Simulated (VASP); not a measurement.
## H9C36F2: single point with PBEsol

The system is H9C36F2, a slab with vacuum.

```
CELL_PARAMETERS angstrom
7.57311 0.00000 0.00000
3.78656 6.55851 0.00000
0.00000 0.00000 16.67643
ATOMIC_POSITIONS crystal
H 0.11111 0.11111 0.05996
H 0.44445 0.11111 0.05996
H 0.77778 0.11111 0.05996
H 0.11111 0.44445 0.05996
H 0.44444 0.44445 0.05996
H 0.77778 0.44445 0.05996
H 0.11111 0.77778 0.05996
H 0.44444 0.77778 0.05996
H 0.77777 0.77778 0.05996
C 0.11111 0.11111 0.12593
C 0.44445 0.11111 0.12593
C 0.77778 0.11111 0.12593
C 0.11111 0.44445 0.12593
C 0.44444 0.44445 0.12593
C 0.77778 0.44445 0.12593
C 0.11111 0.77778 0.12593
C 0.44444 0.77778 0.12593
C 0.77777 0.77778 0.12593
C 0.88889 0.22222 0.15683
C 0.22223 0.22222 0.15683
C 0.55555 0.22222 0.15683
C 0.88889 0.55555 0.15683
C 0.22223 0.55555 0.15683
C 0.55555 0.55555 0.15683
C 0.88889 0.88889 0.15683
C 0.22222 0.88889 0.15683
C 0.55555 0.88889 0.15683
C 0.88961 0.22103 0.26000
C 0.22945 0.21837 0.25460
C 0.55867 0.22237 0.25382
C 0.88935 0.55969 0.25381
C 0.22432 0.55792 0.25824
C 0.55432 0.55644 0.25668
C 0.88996 0.88836 0.25585
C 0.22336 0.88724 0.25625
C 0.55545 0.88820 0.25664
C 0.00038 0.99844 0.27599
C 0.33403 0.99785 0.27497
C 0.66759 0.99869 0.27617
C 0.01498 0.33951 0.28056
C 0.35384 0.33372 0.28940
C 0.66771 0.33439 0.27731
C 0.99798 0.67123 0.27626
C 0.33409 0.66889 0.27535
C 0.66558 0.66671 0.27515
F 0.03072 0.35921 0.35288
F 0.43667 0.33248 0.36607
```

* Program: VASP 6.6.1
* Task: single point
* Functional: PBEsol
* Potentials or basis: VASP PAW PBE potentials, release 64 (H, C, F)
* Cutoff: 520 eV
* k mesh: 2 × 2 × 1
* Occupations: fermi-dirac, width 0.02 eV
* Spin: collinear spin
* Dipole correction: no
* Further INCAR settings: LREAL = Auto; ALGO = Normal; EDIFF = 1e-07; NBANDS = 116

```
Largest force                                         : 10.466 eV/Å
Net moment                                            : 1.97 μB per cell
Site moments                                          : H +0.00, -0.00, +0.01 (each value once); C -0.00, +0.00, +0.01, -0.01, -0.02, -0.04, +0.04, -0.06, +0.07, +0.08, +0.05, +0.02, -0.03, +0.40, -0.39, -0.38, +0.41, +0.39 (each value once); F +0.01, -0.02 μB
Valence electrons inside the program's atomic spheres : H 0.68; C 2.58, 2.48, 2.51, 2.52, 2.49, 2.50, 2.54, 2.60, 2.57, 2.63, 2.42, 2.53 (each value once); F 6.25, 6.08
```

Forces in eV/Å, atoms in the order of the input:
```
H    0.058  0.026 -0.355
H    0.012 -0.043 -0.367
H    0.024 -0.003 -0.359
H   -0.001 -0.003 -0.385
H    0.006  0.030 -0.394
H   -0.016  0.021 -0.399
H    0.006 -0.042 -0.364
H    0.017 -0.013 -0.364
H   -0.021  0.021 -0.380
C   -0.114 -0.044  2.344
C   -0.020 -0.001  1.744
C    0.038  0.029  2.158
C    0.023  0.041  1.909
C   -0.012  0.018  1.928
C   -0.004 -0.046  2.146
C   -0.007 -0.020  2.226
C   -0.010  0.001  2.102
C    0.014 -0.041  1.909
C    0.139  0.174 -0.821
C    1.103  0.271 -0.459
C   -0.111  0.118 -0.781
C    0.130  0.169 -1.063
C    0.034 -0.579 -0.604
C   -0.117 -0.192 -1.286
C   -0.067 -0.030 -1.453
C   -0.019  0.004 -1.525
C    0.108  0.108 -1.342
C    0.838  0.110 -1.434
C    1.320 -0.170 -1.116
C    1.334 -1.024 -2.338
C   -0.127  0.421 -2.310
C   -0.123 -0.054 -0.638
C    0.522 -0.288 -0.409
C    0.013  0.748 -0.184
C   -0.336  0.804 -0.304
C    0.261  0.009 -0.396
C    0.501  0.419  0.011
C    0.031  0.215  0.250
C    0.095  0.401 -0.417
C   -3.497 -1.031 -5.884
C   -0.959  0.364 -2.230
C    0.807 -0.298 -0.943
C    0.450 -1.019 -0.014
C   -0.115 -0.014  0.231
C    0.470 -0.249  0.330
F    0.277  0.228 10.460
F   -2.958  0.453  1.569
```

Levels at points of the mesh, in eV from the Fermi level:
Spin up:
| k point | band 82 | band 83 | band 84 | band 85 | band 86 | band 87 |
| --- | --- | --- | --- | --- | --- | --- |
| (0.00, 0.00, 0.00) | -1.17 | -0.94 | -0.74 | -0.17 | 0.36 | 0.63 |
| (0.50, 0.00, 0.00) | -1.05 | -0.76 | -0.64 | 0.01 | 0.57 | 0.82 |
| (0.50, 0.50, 0.00) | -1.12 | -0.78 | -0.54 | 0.02 | 0.60 | 0.74 |
| (0.00, 0.50, 0.00) | -1.02 | -0.86 | -0.59 | 0.02 | 0.59 | 0.77 |
Spin down:
```csv
k point,band 80,band 81,band 82,band 83,band 84,band 85
"(0.00, 0.00, 0.00)",-1.83,-1.03,-0.83,-0.18,0.26,0.44
"(0.50, 0.00, 0.00)",-2.72,-0.93,-0.77,0.02,0.51,0.54
"(0.50, 0.50, 0.00)",-2.87,-0.98,-0.71,0.00,0.53,0.54
"(0.00, 0.50, 0.00)",-2.73,-0.94,-0.74,0.02,0.51,0.57
```

Wall time 6.2 min on 1 × NVIDIA H100 80GB with 1 thread of AMD EPYC 7R13 Processor (Zen 3), on a shared host, peak memory 2.1 GiB.

Caveat: the k points lie up to 0.48 Å⁻¹ apart; a moment this small can come from the mesh or the smearing; there is no dipole correction, which matters where the two faces differ; the PAW data sets were made with another functional, which shifts forces and pressure a little.
